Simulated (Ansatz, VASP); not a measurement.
One calculation of AgCl, two programs

```
Ag Cl
1.0
     3.46831    0.00000    0.00000
     0.00000    3.46831    0.00000
     0.00000    0.00000    3.43397
Ag Cl
1 1
Direct
  0.00000 0.00000 0.00000
  0.50000 0.50000 0.50000
```

Change from the starting cell: equal xx and yy strain of +1 %.

Alike in both runs: task single point; functional PBE; k mesh 9 × 9 × 9; occupations fermi-dirac, width 0.01 eV; no spin polarisation.

```csv
,VASP,Ansatz
version,VASP 6.6.1,Ansatz 0.2.0
potentials or method,"VASP PAW PBE potentials, release 64 (Ag, Cl), cutoff 520 eV","all-electron LAPW, scalar-relativistic"
```

|  | VASP | Ansatz | Ansatz less VASP |
| --- | --- | --- | --- |
| gap on the k mesh at the Fermi level (eV) | 0.59 | 0.59 | +0.002 |
| pressure (GPa) | -1.1 | -1.0 | +0.13 |
| traceless stress, the component that is largest in VASP (GPa) | 0.31 | 0.31 | 0.000 |

Ansatz ran all-electron here, and VASP with PAW potentials.
